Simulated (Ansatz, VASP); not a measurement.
# BP in VASP and in Ansatz

```
B P
1.0
     1.44691   -6.53149    0.00000
     1.44691    6.53149    0.00000
     0.00000    0.00000    2.89384
B P
2 2
Direct
  0.70167 0.29833 0.25000
  0.29833 0.70167 0.75000
  0.85448 0.14552 0.25000
  0.14552 0.85448 0.75000
```

Change from the starting cell: species swapped into the GdPd type (Cmcm, No. 63).

Alike in both runs: functional PBE; k mesh 6 × 6 × 6; occupations gaussian, width 0.1 eV; no spin polarisation.

Ansatz relaxed the structure, and its values are those at the end. VASP's run is a single point on that final structure, the one shown.

|  | VASP | Ansatz |
| --- | --- | --- |
| version | VASP 6.6.1 | Ansatz 0.2.0 |
| potentials or method | VASP PAW PBE potentials, release 64 (B, P), cutoff 520 eV | scalar-relativistic, plane waves, PAW |
| valence electrons in the cell | 16 | 16 |

Ansatz gave:

```
gap on the k mesh at the Fermi level (eV) : none
pressure (GPa)                            : 0.0
rms of the force components (eV/Å)        : 0.002
```

**Question.** What did VASP give for the same quantities?

**Answer.** gap on the k mesh at the Fermi level (eV): none; pressure (GPa): -0.2; rms of the force components (eV/Å): 0.016.

A gap of «none» marks a metal or a gap that the smearing closes.

The k mesh is coarse, so the values compare programs but aren't converged.
